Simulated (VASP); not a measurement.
# Mo (P6/mmm) in VASP: a series of runs

Mo is run at these levels: revPBE; tasks: single point, relaxation of cell and atoms.

Program: VASP 6.6.1. These are calculated values, not measurements. Logs are shortened: lines on timing, memory, paths and dates and some standing lists are left out, and cuts for length are marked.

**1. The cell of the first run**

It takes space group P6/mmm (No. 191, hexagonal). The conventional cell has a = 4.684 Å, b = 4.684 Å, c = 2.572 Å, α = 90.00°, β = 90.00°, γ = 120.00°. Within 3.4 Å of Mo (site symmetry 6/mmm) lie 14 Mo at 2.57 to 2.99 Å. Mo (site symmetry -6m2) has 11 Mo at 2.57 to 2.99 Å within 3.4 Å.

This isn't the form of Mo at room conditions, which is bcc.

**2. Single point, revPBE**

INCAR reads:

```
  PREC = Accurate
  ENCUT = 520
  EDIFF = 1E-7
  ISMEAR = -1
  SIGMA = 0.1
  LREAL = False
  LASPH = True
  NELM = 60
  ALGO = Normal
  ISIF = 2
  LWAVE = False
  LCHARG = False
  GGA = RE
  NBANDS = 28
```

KPOINTS reads:

```
regular mesh
0
Gamma
  10 10 16
```

POSCAR reads:

```
Mo
1.0
    4.6841459075      0.0000000000      0.0000000000
   -2.3420729537      4.0565893509      0.0000000000
    0.0000000000      0.0000000000      2.5716551244
Mo
3
Direct
    0.0000000000      1.0000000000      0.0000000000
    0.3333333333      0.6666666667      0.5000000000
    0.6666666667      0.3333333333      0.5000000000
```

Potentials or basis: VASP PAW PBE potentials, release 64 (Mo_sv).

Started as:

```
$ cat potpaw_PBE.64/Mo_sv/POTCAR > POTCAR
$ mpirun -np 1 vasp_std > vasp.out
```

OUTCAR:

```text
PREC = Accurate
   ENCUT = 520
   EDIFF = 1E-7
   ISMEAR = -1
   LREAL = False
   LASPH = True
   NELM = 60
   ISIF = 2
   GGA = RE

 ion  position               nearest neighbor table
   1  0.000  0.000  0.000-   2 2.99   3 2.99   2 2.99   3 2.99   2 2.99   2 2.99   3 2.99   3 2.99
                             3 2.99   3 2.99   2 2.99   2 2.99
   2  0.333  0.667  0.500-   3 2.70   3 2.70   3 2.70   1 2.99   1 2.99   1 2.99   1 2.99   1 2.99
                             1 2.99
   3  0.667  0.333  0.500-   2 2.70   2 2.70   2 2.70   1 2.99   1 2.99   1 2.99   1 2.99   1 2.99
                             1 2.99

  LATTYP: Found a hexagonal cell.
 ALAT       =     4.6841459075
 C/A-ratio  =     0.5490126002

  Lattice vectors:

 A1 = (   4.6841459075,   0.0000000000,   0.0000000000)
 A2 = (  -2.3420729537,   4.0565893509,   0.0000000000)
 A3 = (   0.0000000000,   0.0000000000,   2.5716551244)

Analysis of symmetry for initial positions (statically):
=====================================================================
 Subroutine PRICEL returns:
 Original cell was already a primitive cell.

 Routine SETGRP: Setting up the symmetry group for a
 hexagonal supercell.

 Subroutine GETGRP returns: Found 24 space group operations
 (whereof 24 operations were pure point group operations)
 out of a pool of 24 trial point group operations.

The static configuration has the point symmetry D_6h.

Analysis of symmetry for dynamics (positions and initial velocities):
=====================================================================
 Subroutine PRICEL returns:
 Original cell was already a primitive cell.

 Routine SETGRP: Setting up the symmetry group for a
 hexagonal supercell.

 Subroutine GETGRP returns: Found 24 space group operations
 (whereof 24 operations were pure point group operations)
 out of a pool of 24 trial point group operations.

The dynamic configuration has the point symmetry D_6h.

 Subroutine INISYM returns: Found 24 space group operations
 (whereof 24 operations are pure point group operations),
 and found     1 'primitive' translations

----------------------------------------------------------------------------------------

                                     Primitive cell

  volume of cell :      48.8657

  direct lattice vectors                    reciprocal lattice vectors
     4.684145907  0.000000000  0.000000000     0.213486091  0.123256252  0.000000000
    -2.342072954  4.056589351  0.000000000     0.000000000  0.246512504  0.000000000
     0.000000000  0.000000000  2.571655124     0.000000000  0.000000000  0.388854629

  length of vectors
     4.684145907  4.684145907  2.571655124     0.246512504  0.246512504  0.388854629

  position of ions in fractional coordinates (direct lattice)
     0.000000000  0.000000000  0.000000000
     0.333333333  0.666666667  0.500000000
     0.666666667  0.333333333  0.500000000

  ion indices of the primitive-cell ions
   primitive index   ion index
                 1           1
                 2           2
                 3           3

----------------------------------------------------------------------------------------

 KPOINTS: regular mesh

Automatic generation of k-mesh.
 Grid dimensions read from file:
 generate k-points for:   10   10   16

 Generating k-lattice:

  Cartesian coordinates                     Fractional coordinates (reciprocal lattice)
     0.021348609  0.012325625  0.000000000     0.100000000  0.000000000  0.000000000
     0.000000000  0.024651250  0.000000000     0.000000000  0.100000000  0.000000000
     0.000000000  0.000000000  0.024303414     0.000000000  0.000000000  0.062500000

  Length of vectors
     0.024651250  0.024651250  0.024303414

  Shift w.r.t. Gamma in fractional coordinates (k-lattice)
     0.000000000  0.000000000  0.000000000

 Subroutine IBZKPT returns following result:
 ===========================================

 Found    126 irreducible k-points:

 Following reciprocal coordinates:
            Coordinates               Weight
  0.000000  0.000000  0.000000      1.000000
  0.100000  0.000000  0.000000      6.000000
  0.200000  0.000000  0.000000      6.000000
  0.300000  0.000000  0.000000      6.000000
  0.400000  0.000000  0.000000      6.000000
  0.500000  0.000000  0.000000      3.000000
[... 16 lines left out ...]
  0.300000  0.100000  0.062500     24.000000
  0.400000  0.100000  0.062500     24.000000
 [... further k-points ...]
   k-points           NKPTS =    126   k-points in BZ     NKDIM =    126   number of bands    NBANDS=     28
   number of dos      NEDOS =    301   number of ions     NIONS =      3
   total plane-waves  NPLWV =  25920
   dimension x,y,z NGX =    36 NGY =   36 NGZ =   20
   dimension x,y,z NGXF=    72 NGYF=   72 NGZF=   40
   ions per type =               3
   NGX,Y,Z   is equivalent  to a cutoff of  12.78, 12.78, 12.93 a.u.
   NGXF,Y,Z  is equivalent  to a cutoff of  25.55, 25.55, 25.86 a.u.
 SYSTEM =  unknown system
   PREC   = accura    normal or accurate (medium, high low for compatibility)
   ISTART =      0    job   : 0-new  1-cont  2-samecut
   ICHARG =      2    charge: 1-file 2-atom 10-const
   ISPIN  =      1    spin polarized calculation?
   LNONCOLLINEAR =      F non collinear calculations
   LSORBIT =      F    spin-orbit coupling
   LASPH  =      T    aspherical Exc in radial PAW
   ENCUT  =  520.0 eV  38.22 Ry    6.18 a.u.   8.71  8.71  4.78*2*pi/ulx,y,z
   NELM   =     60;   NELMIN=  2; NELMDL= -5     # of ELM steps
   EDIFF  = 0.1E-06   stopping-criterion for ELM
   LREAL  =      F    real-space projection
   EDIFFG = 0.1E-05   stopping-criterion for IOM
   NSW    =      0    number of steps for IOM
   IBRION =     -1    ionic relax: 0-MD 1-quasi-New 2-CG
   NFREE  =      0    steps in history (QN), initial steepest desc. (CG)
   ISIF   =      2    stress and relaxation
   ISYM   =      2    0-nonsym 1-usesym 2-fastsym
   POTIM  = 0.5000    time-step for ionic-motion
   TEBEG  =    0.0;   TEEND  =   0.0 temperature during run
   PSTRESS=    0.0 pullay stress
   NELECT =      42.0000    total number of electrons
   NUPDOWN=      -1.0000    fix difference up-down
   EMIN   =  10.00;   EMAX   =-10.00  energy-range for DOS
   EFERMI =   0.00;   METHOD = LEGACY
   ISMEAR =    -1;   SIGMA  =   0.10  broadening in eV -4-tet -1-fermi 0-gaus
   EFERMI_NEDOS =   21; number of points for ismear=-14 and -15
   IALGO  =     38    algorithm
   IMIX   =      4    mixing-type and parameters
     AMIX     =   0.40;   BMIX     =  1.00
     AMIX_MAG =   1.60;   BMIX_MAG =  1.00
  volume/ion in A,a.u.               =      16.29       109.92
  Fermi-wavevector in a.u.,A,eV,Ry     =   1.556527  2.941409 32.963854  2.422775
  Thomas-Fermi vector in A             =   2.660309
   LORBIT       =      0    0 simple, 1 ext, 2 COOP (PROOUT), +10 PAW based schemes
   GGA     = RE    functional components
   LHFCALC =     F    Hartree Fock is set to
   AEXX    =    0.0000 exact exchange contribution
   IVDW    =     0    specifies the selected vdW correction
   LEPSILON=     F    determine dielectric tensor
   LRPA    =     F    only Hartree local field effects (RPA)
 non-spin polarized calculation
  energy-cutoff  :      520.00
  volume of cell :       48.87
 maximum number of plane-waves:      1332
 NGX is ok and might be reduce to    36
   NGX = 17   NGY = 17   NGZ =  9

 number of electron      42.0000003 magnetization

 Free energy of the ion-electron system (eV)
  ---------------------------------------------------
  ext. energy  EPLUGINS =         0.00000000
  ---------------------------------------------------
  free energy    TOTEN  =       -30.31831568 eV

  energy without entropy =      -30.19315687  energy(sigma->0) =      -30.25573627

 E-fermi :  11.8039     XC(G=0): -13.0784

 val. band max:       11.8031069195   @ k =   0.2000   0.0000   0.1250
 cond. band min:      11.8067677645   @ k =   0.1000   0.1000   0.3750
 fundamental gap:      0.0036608450
 Fermi energy:        11.8039170893

 k-point     1 :       0.0000    0.0000    0.0000
  band No.  band energies     occupation
      1     -49.2500      2.00000
      2     -49.0617      2.00000
      3     -48.9155      2.00000
      4     -23.4322      2.00000
      5     -23.4322      2.00000
      6     -23.3892      2.00000
[... 20 lines left out ...]
     27      15.9589      0.00000
     28      15.9589      0.00000

 k-point     2 :       0.1000    0.0000    0.0000
  band No.  band energies     occupation
      1     -49.2463      2.00000
      2     -49.0614      2.00000
      3     -48.9197      2.00000
      4     -23.5174      2.00000
      5     -23.5003      2.00000
      6     -23.2976      2.00000
[... 20 lines left out ...]
     27      15.8031      0.00000
     28      15.9338      0.00000

 k-point     3 :       0.2000    0.0000    0.0000
  band No.  band energies     occupation
      1     -49.2363      2.00000
      2     -49.0600      2.00000
      3     -48.9316      2.00000
      4     -23.6069      2.00000
      5     -23.5347      2.00000
      6     -23.1901      2.00000
[... 20 lines left out ...]
     27      15.3923      0.00000
     28      15.8574      0.00000

 k-point     4 :       0.3000    0.0000    0.0000
  band No.  band energies     occupation
      1     -49.2238      2.00000
      2     -49.0556      2.00000
      3     -48.9492      2.00000
      4     -23.6764      2.00000
      5     -23.5089      2.00000
      6     -23.0942      2.00000
[... 578 lines left out ...]
     27      14.8263      0.00000
     28      15.6046      0.00000

 k-point    23 :       0.3000    0.1000    0.0625
  band No.  band energies     occupation
      1     -49.2086      2.00000
      2     -49.0425      2.00000
      3     -48.9538      2.00000
      4     -23.6675      2.00000
      5     -23.4881      2.00000
      6     -23.1188      2.00000
[... 20 lines left out ...]
     27      14.9137      0.00000
     28      15.4441      0.00000

 k-point    24 :       0.4000    0.1000    0.0625
  band No.  band energies     occupation
      1     -49.2019      2.00000
      2     -49.0338      2.00000
      3     -48.9696      2.00000
      4     -23.6942      2.00000
      5     -23.3808      2.00000
      6     -23.2382      2.00000
[... 20 lines left out ...]
     27      15.1772      0.00000
     28      15.3185      0.00000

 [... further k-points ...]

------------------------ aborting loop because EDIFF is reached ----------------------------------------

  FORCE on cell =-STRESS in cart. coord.  units (eV):
  Direction    XX          YY          ZZ          XY          YZ          ZX
  --------------------------------------------------------------------------------------
  -------------------------------------------------------------------------------------
  Total        0.1707616      0.1707616      0.1607928      0.0000000      0.0000000     -0.0000000
  in kB        5.5988202      5.5988202      5.2719714      0.0000000      0.0000000     -0.0000000
  external PRESSURE =       5.4898706 kB  Pullay stress =       0.0000000 kB

 VOLUME and BASIS-vectors are now :
 -----------------------------------------------------------------------------
  energy-cutoff  :      520.00
  volume of cell :       48.87
      direct lattice vectors                 reciprocal lattice vectors
     4.684145907  0.000000000  0.000000000     0.213486091  0.123256252  0.000000000
    -2.342072954  4.056589351  0.000000000     0.000000000  0.246512504  0.000000000
     0.000000000  0.000000000  2.571655124     0.000000000  0.000000000  0.388854629

 POSITION                                       TOTAL-FORCE (eV/Angst)
 -----------------------------------------------------------------------------------
      0.00000      0.00000      0.00000        -0.000000      0.000000     -0.000000
     -0.00000      2.70439      1.28583         0.000000      0.000000      0.000000
      2.34207      1.35220      1.28583        -0.000000     -0.000000     -0.000000
 -----------------------------------------------------------------------------------
    total drift:                                0.000000      0.000000     -0.000000

  FREE ENERGIE OF THE ION-ELECTRON SYSTEM (eV)
  ---------------------------------------------------
  free  energy   TOTEN  =       -30.3183156773 eV

  energy  without entropy=      -30.1931568680  energy(sigma->0) =      -30.25573627
```

Wall time 1.9 min (1 thread of Intel Xeon Platinum 8259CL at 2.50GHz (Skylake/Cascade Lake), shared host); peak memory 0.25 GiB.

Results:

| Property | Result |
| --- | --- |
| Free energy | -30.3183 eV |
| Pressure | 0.5 GPa |
| Band gap on the k mesh | zero (bands 21 and 22 overlap by 1.32 eV) |

Levels at points of the mesh, in eV from the Fermi level:
| k point | band 18 | band 19 | band 20 | band 21 | band 22 | band 23 | band 24 | band 25 |
| --- | --- | --- | --- | --- | --- | --- | --- | --- |
| (0.00, 0.00, 0.00) | -2.13 | -2.06 | -2.06 | -0.50 | -0.50 | 1.73 | 1.73 | 1.80 |
| (0.50, 0.00, 0.00) | -2.56 | -2.09 | -2.09 | 0.82 | 1.15 | 1.93 | 1.94 | 2.03 |
| (0.00, 0.00, 0.50) | -1.44 | -1.12 | -1.12 | 0.10 | 0.10 | 2.35 | 2.35 | 3.03 |
| (0.50, 0.00, 0.50) | -1.96 | -1.76 | -0.23 | -0.20 | 1.12 | 1.17 | 2.11 | 2.36 |

Caveat: the PAW data sets were made with another functional, which shifts forces and pressure a little.

**3. Relaxation of cell and atoms, revPBE**

This run uses another cell than the first one, of 15.59 Å³/atom.

INCAR reads:

```
PREC = Accurate
ENCUT = 600
EDIFF = 1E-6
ISMEAR = -1
SIGMA = 0.1
LREAL = False
LASPH = True
NELM = 100
ALGO = Normal
ISIF = 3
LWAVE = False
LCHARG = False
GGA = RE
IBRION = 2
NSW = 80
EDIFFG = -0.01
```

KPOINTS reads:

```
Automatic mesh
0
Gamma
  8 8 11
```

POSCAR reads:

```
Mo
1.0
    4.4494349246      0.0000000000      0.0000000000
   -2.2247174623      3.8533236772      0.0000000000
    0.0000000000      0.0000000000      2.7275036088
Mo
3
Direct
    0.0000000000      0.0000000000      0.0000000000
    0.3333333333      0.6666666667      0.5000000000
    0.6666666667      0.3333333333      0.5000000000
```

Potentials or basis: VASP PAW PBE potentials, release 64 (Mo_sv).

Started as:

```
$ cat potpaw_PBE.64/Mo_sv/POTCAR > POTCAR
$ mpirun -np 1 vasp_std > vasp.out
```

It took 5.1 min on 1 thread of Intel Xeon Platinum 8259CL at 2.50GHz (Skylake/Cascade Lake), shared host; peak memory 0.22 GiB.

Results (log left out):

| Quantity | Value |
| --- | --- |
| Free energy | -30.3091 eV |
| Relaxed volume | 16.32 Å³/atom |
| Relaxed cell | a = 4.687 Å, b = 4.687 Å, c = 2.574 Å, α = 90.00°, β = 90.00°, γ = 120.00° |
| Space group after relaxing (to 0.1 Å) | P6/mmm (No. 191) |
| Energy gained by relaxing | 131.5 meV/atom |
| Ionic steps | 7 |
| Pressure after relaxing | -0.1 GPa |
| Band gap on the k mesh | zero (bands 21 and 22 overlap by 1.31 eV) |

The path:
```
step  energy change (eV)  largest force (eV/Å)  pressure (GPa)  volume (Å³)
   1              0.0000                0.0000           11.15        46.76
   2             -0.0357                0.0000          -19.21        54.32
   3             -0.2443                0.0000           -7.64        50.66
   4             -0.1636                0.0000            0.44        49.51
   5             -0.3723                0.0000           -5.42        50.21
   6             -0.3351                0.0000            9.96        47.02
   7             -0.3945                0.0000           -0.06        48.97
```

Final structure:
```xyz
3
Lattice="4.6871 0.0000 0.0000 -2.3435 4.0591 0.0000 0.0000 0.0000 2.5739" Properties=species:S:1:pos:R:3 pbc="T T T"
Mo    0.0000    0.0000    0.0000
Mo    0.0000    2.7061    1.2870
Mo    2.3435    1.3530    1.2870
```

Levels at points of the mesh, in eV from the Fermi level:
```
           k point  band 18  band 19  band 20  band 21  band 22  band 23  band 24  band 25
(0.00, 0.00, 0.00)    -2.12    -2.05    -2.05    -0.49    -0.49     1.71     1.71     1.80
(0.50, 0.00, 0.00)    -2.54    -2.09    -2.08     0.81     1.15     1.93     2.02     2.52
```

Caveat: the PAW data sets were made with another functional, which shifts forces and pressure a little.
